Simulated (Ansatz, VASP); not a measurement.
## KCl in VASP and in Ansatz

The input INCAR:

```
SYSTEM = KCl
PREC = Accurate
ENCUT = 520
EDIFF = 1E-7
ISMEAR = -1
SIGMA = 0.03
LREAL = .FALSE.
LASPH = .TRUE.
NELM = 60
ALGO = Normal
ISIF = 2
LWAVE = .FALSE.
LCHARG = .FALSE.
GGA = PS
NBANDS = 15
```

KPOINTS

```
regular mesh
0
G
  7 7 7
  0 0 0
```

The input POSCAR:

```
KCl
1.0
   -0.0631220000      3.1245390000      3.1245390000
    3.1245390000     -0.0631220000      3.1245390000
    3.1245390000      3.1245390000     -0.0631220000
K Cl
1 1
Direct
    0.0000000000      0.0000000000      0.0000000000
    0.5000000000      0.5000000000      0.5000000000
```

Input for Ansatz:

```yaml
crystal:
  lattice:
    - [-0.063122, 3.124539, 3.124539]
    - [3.124539, -0.063122, 3.124539]
    - [3.124539, 3.124539, -0.063122]
  atoms:
    - { symbol: K, position: [0.0, 0.0, 0.0] }
    - { symbol: Cl, position: [0.5, 0.5, 0.5] }
kpoints:
  mp_grid: { grid: [7, 7, 7] }
  band_path:
    path:
      - [0.0, 0.0, 0.0]
      - [0.5, 0.5, 0.5]
      - [0.2551801333, 0.5, 0.7448198667]
      - [-0.2551801333, 0.2551801333, 0.5]
      - [0.0, 0.0, 0.5]
      - [0.0, 0.0, 0.0]
      - [-0.3775900666, 0.0, 0.3775900666]
      - [0.0, 0.3775900666, 0.6224099334]
      - [0.0, 0.5, 0.5]
    npoints: 5
scf:
  occupations: { method: fermi_dirac, width: 0.03 }
hamiltonian:
  xc: pbesol
  pseudopotentials: { kind: all_electron, lapw: { basis_error: 0.0005 } }
output:
  forces: true
  stress: true
  eigenvalues: true
```

Change from the starting cell: equal xy, yz and zx shear strains of -2 %.

Alike in both runs: task single point; functional PBEsol; k mesh 7 × 7 × 7; occupations fermi-dirac, width 0.03 eV; no spin polarisation.

|  | VASP | Ansatz |
| --- | --- | --- |
| version | VASP 6.6.1 | Ansatz 0.2.0 |
| potentials or method | VASP PAW PBE potentials, release 64 (K_sv, Cl), cutoff 520 eV | all-electron LAPW, scalar-relativistic |

Ansatz gave:

* gap on the k mesh at the Fermi level (eV): 4.96
* pressure (GPa): -0.6
* traceless stress, the component that is largest in VASP (GPa): 0.13

Q: What did VASP give for the same quantities?

A: gap on the k mesh at the Fermi level (eV): 4.95; pressure (GPa): -0.5; traceless stress, the component that is largest in VASP (GPa): 0.13.

VASP's potentials were made for PBE, not for PBEsol. Ansatz ran all-electron here, and VASP with PAW potentials.
